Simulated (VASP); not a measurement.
# NiO5 (Immm) in VASP: relaxation of cell and atoms with PBE

Aim: the relaxation of cell and atoms of NiO5 with PBE.

All numbers are computed with VASP 6.6.1; they aren't measurements. Logs are shortened: lines on timing, memory, paths and dates and some standing lists are left out, and cuts for length are marked.

## Step 1: The cell of the first run

The structure is orthorhombic, space group Immm (No. 71). Conventional cell: a = 3.700 Å, b = 5.000 Å, c = 6.400 Å, α = 90.00°, β = 90.00°, γ = 90.00°. Ni (site symmetry mmm) has 6 O at 1.85 to 1.87 Å within 2.5 Å. Within 1.8 Å of O (site symmetry m) lie 1 O at 1.36 Å. O (site symmetry mmm) has 2 Ni at 1.85 Å and 4 O at 2.33 Å within 2.5 Å.

## Step 2: Relaxation of cell and atoms, PBE, collinear spin, ferromagnetic start

INCAR reads:

```
PREC = Accurate
ENCUT = 600
EDIFF = 1E-7
ISMEAR = 0
SIGMA = 0.2
LREAL = F
LASPH = T
NELM = 150
ALGO = Normal
ISIF = 3
LWAVE = F
LCHARG = F
ISPIN = 2
MAGMOM = 2 0 0 0 0 0
LORBIT = 11
LMAXMIX = 4
GGA = PE
IBRION = 2
NSW = 36
EDIFFG = -0.08
```

KPOINTS reads:

```
Automatic mesh
0
Gamma
  5 5 5
```

POSCAR reads:

```
NiO5
1.0
   -1.8500000000      2.5000000000      3.2000000000
    1.8500000000     -2.5000000000      3.2000000000
    1.8500000000      2.5000000000     -3.2000000000
Ni O
1 5
Direct
    0.0000000000      0.0000000000      0.0000000000
    0.5910000000      0.7270000000      0.8640000000
    0.8630000000      0.7270000000      0.1360000000
    0.4090000000      0.2730000000      0.1360000000
    0.1370000000      0.2730000000      0.8640000000
    0.0000000000      0.5000000000      0.5000000000
```

Potentials or basis: VASP PAW PBE potentials, release 64 (Ni, O).

Run with:

```console
cat potpaw_PBE.64/Ni/POTCAR potpaw_PBE.64/O/POTCAR > POTCAR
mpirun -np 1 vasp_std > vasp.out
```

OUTCAR:

```text
PREC = Accurate
   ENCUT = 600
   EDIFF = 1E-7
   ISMEAR = 0
   LREAL = F
   LASPH = T
   NELM = 150
   ISIF = 3
   ISPIN = 2
   LORBIT = 11
   GGA = PE
   IBRION = 2
   NSW = 36
   EDIFFG = -0.08

 ion  position               nearest neighbor table
   1  0.000  0.000  0.000-   6 1.85   6 1.85   2 1.87   4 1.87   3 1.87   5 1.87
   2  0.591  0.727  0.864-   3 1.36   1 1.87
   3  0.863  0.727  0.136-   2 1.36   1 1.87
   4  0.409  0.273  0.136-   5 1.36   1 1.87
   5  0.137  0.273  0.864-   4 1.36   1 1.87
   6  0.000  0.500  0.500-   1 1.85   1 1.85

  LATTYP: Found a body centered orthorhombic cell.
 ALAT       =     3.7000000000
 B/A-ratio  =     1.3513513514
 C/A-ratio  =     1.7297297297

  Lattice vectors:

 A1 = (  -1.8500000000,   2.5000000000,   3.2000000000)
 A2 = (   1.8500000000,  -2.5000000000,   3.2000000000)
 A3 = (   1.8500000000,   2.5000000000,  -3.2000000000)

Analysis of symmetry for initial positions (statically):
=====================================================================
 Subroutine PRICEL returns:
 Original cell was already a primitive cell.

 Routine SETGRP: Setting up the symmetry group for a
 body centered orthorhombic supercell.

 Subroutine GETGRP returns: Found  8 space group operations
 (whereof  8 operations were pure point group operations)
 out of a pool of  8 trial point group operations.

The static configuration has the point symmetry D_2h.

Analysis of symmetry for dynamics (positions and initial velocities):
=====================================================================
 Subroutine PRICEL returns:
 Original cell was already a primitive cell.

 Routine SETGRP: Setting up the symmetry group for a
 body centered orthorhombic supercell.

 Subroutine GETGRP returns: Found  8 space group operations
 (whereof  8 operations were pure point group operations)
 out of a pool of  8 trial point group operations.

The dynamic configuration has the point symmetry D_2h.

Analysis of structural, dynamic, and magnetic symmetry:
=====================================================================
 Subroutine PRICEL returns:
 Original cell was already a primitive cell.

 Routine SETGRP: Setting up the symmetry group for a
 body centered orthorhombic supercell.

 Subroutine GETGRP returns: Found  8 space group operations
 (whereof  8 operations were pure point group operations)
 out of a pool of  8 trial point group operations.

The overall configuration has the point symmetry D_2h.

 Subroutine INISYM returns: Found  8 space group operations
 (whereof  8 operations are pure point group operations),
 and found     1 'primitive' translations

----------------------------------------------------------------------------------------

                                     Primitive cell

  volume of cell :      59.2000

  direct lattice vectors                    reciprocal lattice vectors
    -1.850000000  2.500000000  3.200000000     0.000000000  0.200000000  0.156250000
     1.850000000 -2.500000000  3.200000000     0.270270270  0.000000000  0.156250000
     1.850000000  2.500000000 -3.200000000     0.270270270  0.200000000  0.000000000

  length of vectors
     4.462342434  4.462342434  4.462342434     0.253799256  0.312185973  0.336223168

  position of ions in fractional coordinates (direct lattice)
     0.000000000  0.000000000  0.000000000
     0.591000000  0.727000000  0.864000000
     0.863000000  0.727000000  0.136000000
     0.409000000  0.273000000  0.136000000
     0.137000000  0.273000000  0.864000000
     0.000000000  0.500000000  0.500000000

  ion indices of the primitive-cell ions
   primitive index   ion index
                 1           1
                 2           2
                 3           3
                 4           4
                 5           5
                 6           6

----------------------------------------------------------------------------------------

 KPOINTS: Automatic mesh

Automatic generation of k-mesh.
 Grid dimensions read from file:
 generate k-points for:    5    5    5

 Generating k-lattice:

  Cartesian coordinates                     Fractional coordinates (reciprocal lattice)
     0.000000000  0.040000000  0.031250000     0.200000000 -0.000000000  0.000000000
     0.054054054  0.000000000  0.031250000     0.000000000  0.200000000  0.000000000
     0.054054054  0.040000000  0.000000000     0.000000000 -0.000000000  0.200000000

  Length of vectors
     0.050759851  0.062437195  0.067244634

  Shift w.r.t. Gamma in fractional coordinates (k-lattice)
     0.000000000  0.000000000  0.000000000

 Subroutine IBZKPT returns following result:
 ===========================================

 Found     27 irreducible k-points:

 Following reciprocal coordinates:
            Coordinates               Weight
  0.000000  0.000000  0.000000      1.000000
  0.200000 -0.000000  0.000000      4.000000
  0.400000  0.000000  0.000000      4.000000
  0.000000  0.200000  0.000000      4.000000
  0.200000  0.200000  0.000000      8.000000
  0.400000  0.200000  0.000000      8.000000
[... 16 lines left out ...]
 -0.400000 -0.200000  0.200000      4.000000
 -0.200000 -0.200000  0.200000      2.000000
 [... further k-points ...]
   k-points           NKPTS =     27   k-points in BZ     NKDIM =     27   number of bands    NBANDS=     25
   number of dos      NEDOS =    301   number of ions     NIONS =      6
   total plane-waves  NPLWV =  46656
   dimension x,y,z NGX =    36 NGY =   36 NGZ =   36
   dimension x,y,z NGXF=    72 NGYF=   72 NGZF=   72
   ions per type =               1   5
   NGX,Y,Z   is equivalent  to a cutoff of  13.41, 13.41, 13.41 a.u.
   NGXF,Y,Z  is equivalent  to a cutoff of  26.82, 26.82, 26.82 a.u.
 SYSTEM =  unknown system
   PREC   = accura    normal or accurate (medium, high low for compatibility)
   ISTART =      0    job   : 0-new  1-cont  2-samecut
   ICHARG =      2    charge: 1-file 2-atom 10-const
   ISPIN  =      2    spin polarized calculation?
   LNONCOLLINEAR =      F non collinear calculations
   LSORBIT =      F    spin-orbit coupling
   LASPH  =      T    aspherical Exc in radial PAW
   ENCUT  =  600.0 eV  44.10 Ry    6.64 a.u.   8.91  8.91  8.91*2*pi/ulx,y,z
   NELM   =    150;   NELMIN=  2; NELMDL= -5     # of ELM steps
   EDIFF  = 0.1E-06   stopping-criterion for ELM
   LREAL  =      F    real-space projection
   EDIFFG = -.8E-01   stopping-criterion for IOM
   NSW    =     36    number of steps for IOM
   IBRION =      2    ionic relax: 0-MD 1-quasi-New 2-CG
   NFREE  =      1    steps in history (QN), initial steepest desc. (CG)
   ISIF   =      3    stress and relaxation
   ISYM   =      2    0-nonsym 1-usesym 2-fastsym
   POTIM  = 0.5000    time-step for ionic-motion
   TEBEG  =    0.0;   TEEND  =   0.0 temperature during run
   PSTRESS=    0.0 pullay stress
   NELECT =      40.0000    total number of electrons
   NUPDOWN=      -1.0000    fix difference up-down
   EMIN   =  10.00;   EMAX   =-10.00  energy-range for DOS
   EFERMI =   0.00;   METHOD = LEGACY
   ISMEAR =     0;   SIGMA  =   0.20  broadening in eV -4-tet -1-fermi 0-gaus
   EFERMI_NEDOS =   21; number of points for ismear=-14 and -15
   IALGO  =     38    algorithm
   IMIX   =      4    mixing-type and parameters
     AMIX     =   0.40;   BMIX     =  1.00
     AMIX_MAG =   1.60;   BMIX_MAG =  1.00
  volume/ion in A,a.u.               =       9.87        66.58
  Fermi-wavevector in a.u.,A,eV,Ry     =   1.436551  2.714687 28.078038  2.063678
  Thomas-Fermi vector in A             =   2.555726
   LORBIT       =     11    0 simple, 1 ext, 2 COOP (PROOUT), +10 PAW based schemes
   GGA     = PE    functional components
   LHFCALC =     F    Hartree Fock is set to
   AEXX    =    0.0000 exact exchange contribution
   IVDW    =     0    specifies the selected vdW correction
   LEPSILON=     F    determine dielectric tensor
   LRPA    =     F    only Hartree local field effects (RPA)
 conjugate gradient relaxation of ions
 spin polarized calculation
 Gauss-broadening in eV      SIGMA  =   0.20
  energy-cutoff  :      600.00
  volume of cell :       59.20
 maximum number of plane-waves:      2000
   NGX = 17   NGY = 17   NGZ = 17

--------------------------------------- Ionic step        1  -------------------------------------------

 number of electron      39.9999998 magnetization       0.6466034

 Free energy of the ion-electron system (eV)
  ---------------------------------------------------
  ext. energy  EPLUGINS =         0.00000000
  ---------------------------------------------------
  free energy    TOTEN  =       -28.04187818 eV

  energy without entropy =      -27.95738144  energy(sigma->0) =      -27.99962981

 E-fermi :   2.9764     XC(G=0): -10.6092

 val. band max:        2.9636214238   @ k =   0.2000   0.2000   0.0000
 cond. band min:       2.9879297524   @ k =  -0.4000   0.4000   0.2000
 fundamental gap:      0.0243083287
 Fermi energy:         2.9763904110

 spin component 1

 k-point     1 :       0.0000    0.0000    0.0000
  band No.  band energies     occupation
      1     -21.9207      1.00000
      2     -20.8278      1.00000
      3     -14.9703      1.00000
      4     -13.4120      1.00000
      5     -10.8945      1.00000
      6      -4.9925      1.00000
[... 1452 lines left out ...]
  FREE ENERGIE OF THE ION-ELECTRON SYSTEM (eV)
  ---------------------------------------------------
  free  energy   TOTEN  =       -28.6618160416 eV

  energy  without entropy=      -28.5854145493  energy(sigma->0) =      -28.62361530

[... ionic steps 4 to 26 ...]

--------------------------------------- Ionic step       27  -------------------------------------------

 number of electron      39.9999981 magnetization      -0.5311350

------------------------ aborting loop because EDIFF is reached ----------------------------------------
[... 75 lines left out ...]
--------------------------------------- Ionic step       29  -------------------------------------------

 number of electron      39.9999981 magnetization      -0.5284049

 Free energy of the ion-electron system (eV)
  ---------------------------------------------------
  ext. energy  EPLUGINS =         0.00000000
  ---------------------------------------------------
  free energy    TOTEN  =       -29.49020050 eV

  energy without entropy =      -29.43188167  energy(sigma->0) =      -29.46104108

 E-fermi :   0.2853     XC(G=0):  -8.6666

 val. band max:        0.2730964613   @ k =   0.2000   0.2000   0.0000
 cond. band min:       0.3020068744   @ k =   0.0000   0.0000   0.0000
 fundamental gap:      0.0289104130
 Fermi energy:         0.2853307350

 spin component 1

 k-point     1 :       0.0000    0.0000    0.0000
  band No.  band energies     occupation
      1     -24.7327      1.00000
      2     -24.4644      1.00000
      3     -17.6008      1.00000
      4     -14.5073      1.00000
      5     -13.5329      1.00000
      6      -7.4124      1.00000
[... 1372 lines left out ...]
  FREE ENERGIE OF THE ION-ELECTRON SYSTEM (eV)
  ---------------------------------------------------
  free  energy   TOTEN  =       -29.4902005027 eV

  energy  without entropy=      -29.4318816664  energy(sigma->0) =      -29.46104108

 reached required accuracy - stopping structural energy minimisation

 total charge

# of ion       s       p       d       tot
------------------------------------------
    1        0.395   0.637   8.239   9.271
    2        1.624   3.259   0.000   4.883
    3        1.624   3.259   0.000   4.883
    4        1.624   3.259   0.000   4.883
    5        1.624   3.259   0.000   4.883
    6        1.592   3.335   0.000   4.927
--------------------------------------------------
tot          8.484  17.008   8.239  33.731

 magnetization (x)

# of ion       s       p       d       tot
------------------------------------------
    1        0.005   0.012   0.652   0.668
    2       -0.006  -0.378   0.000  -0.384
    3       -0.006  -0.378   0.000  -0.384
    4       -0.006  -0.378   0.000  -0.384
    5       -0.006  -0.378   0.000  -0.384
    6        0.011   0.522   0.000   0.533
--------------------------------------------------
tot         -0.009  -0.977   0.652  -0.334
```

It took 47 min on 1 thread of Intel Xeon 6975P-C (Granite Rapids), shared host; peak memory 0.31 GiB.

What came out:

| Property | Result |
| --- | --- |
| Free energy | -29.4902 eV |
| Relaxed volume | 13.91 Å³/atom |
| Relaxed cell | a = 5.135 Å, b = 5.135 Å, c = 5.135 Å, α = 138.56°, β = 101.75°, γ = 92.68° |
| Space group after relaxing (to 0.1 Å) | Immm (No. 71) |
| Energy gained by relaxing | 241.4 meV/atom |
| Ionic steps | 29 |
| Pressure after relaxing | -0.1 GPa |
| Largest force after relaxing | 0.056 eV/Å |
| Net moment | -0.53 μB per cell |
| Site moments | Ni +0.67; O -0.38, +0.53 (each value once) μB |
| Valence electrons inside the program's atomic spheres | Ni 9.27; O 4.88, 4.93 (each value once) |

Forces on the atoms (eV/Å):
```
Ni   0.000  0.000  0.000
O    0.000  0.034 -0.044
O    0.000 -0.034 -0.044
O    0.000 -0.034  0.044
O    0.000  0.034  0.044
O    0.000  0.000  0.000
```

Stress tensor (GPa, compression positive):
```
 0.32  0.00  0.00
 0.00 -0.49  0.00
 0.00  0.00 -0.23
```

The path:
```csv
step,energy change (eV),largest force (eV/Å),pressure (GPa),volume (Å³)
1,0.0000,1.4692,15.61,59.20
2,-0.6192,1.5651,7.01,67.82
3,-0.6199,1.4682,7.09,67.62
4,-0.6316,2.5221,-8.54,76.10
5,-0.7731,0.9374,-1.84,71.72
6,-0.9068,0.6949,-1.91,73.50
7,-1.1441,0.6788,-0.34,78.76
8,-0.6100,6.3358,6.96,88.86
9,-1.1551,2.0090,3.66,80.11
10,-1.0298,4.4326,6.53,84.54
11,-1.1743,3.0345,6.46,81.81
12,-1.1779,2.8373,7.90,82.20
13,-1.2497,2.5803,5.66,83.38
14,-1.3528,1.9446,2.28,85.73
15,-1.3529,1.9034,2.13,85.91
16,-1.3711,1.6767,1.82,85.70
17,-1.4112,1.0419,0.94,85.05
18,-1.4351,0.0721,-0.74,83.76
19,-1.4358,0.0978,-0.53,83.93
20,-1.4358,0.1253,-0.46,83.97
21,-1.4369,0.1122,-0.48,83.97
22,-1.4398,0.0792,-0.52,83.97
23,-1.4438,0.0797,-0.59,83.97
24,-1.4448,0.2219,-0.70,83.96
25,-1.4455,0.1586,-0.68,83.96
26,-1.4469,0.0974,-0.11,83.77
27,-1.4469,0.1057,-0.06,83.76
28,-1.4475,0.0827,-0.10,83.69
29,-1.4483,0.0561,-0.13,83.48
```

Final structure:
```yaml
crystal:
  lattice:
    - [-1.81687, 3.24011, 3.54508]
    - [1.81687, -3.24011, 3.54508]
    - [1.81687, 3.24011, -3.54508]
  atoms:
    - { symbol: Ni, position: [0.00000, 0.00000, 0.00000] }
    - { symbol: O, position: [0.63894, 0.73960, 0.89934] }
    - { symbol: O, position: [0.84025, 0.73960, 0.10066] }
    - { symbol: O, position: [0.36106, 0.26040, 0.10066] }
    - { symbol: O, position: [0.15975, 0.26040, 0.89934] }
    - { symbol: O, position: [0.00000, 0.50000, 0.50000] }
```

Levels at points of the mesh, in eV from the Fermi level:
Spin up:
```csv
k point,band 18,band 19,band 20,band 21,band 22,band 23
"(0.00, 0.00, 0.00)",-2.04,-1.47,-0.73,0.02,0.92,1.10
```
Spin down:
```
           k point  band 18  band 19  band 20  band 21  band 22  band 23  band 24  band 25
(0.00, 0.00, 0.00)    -1.24    -1.05    -0.69    -0.61    -0.31     0.88     5.63     6.35
```

Caveat: the k points lie up to 0.39 Å⁻¹ apart in the final cell; the volume moved by over 15 % at a fixed basis, so the end points are rough; a cell with one magnetic atom can't hold antiferromagnetic order, which such compounds often take; semilocal functionals often make such compounds metallic where correlation or magnetic order opens a gap, which also shifts bond lengths; the relaxation stopped at a loose force limit of 0.08 eV/Å, so its end isn't a converged minimum. With open d or f shells a metallic result of PBE can be an artefact of self-interaction; +U or a hybrid may open a gap.
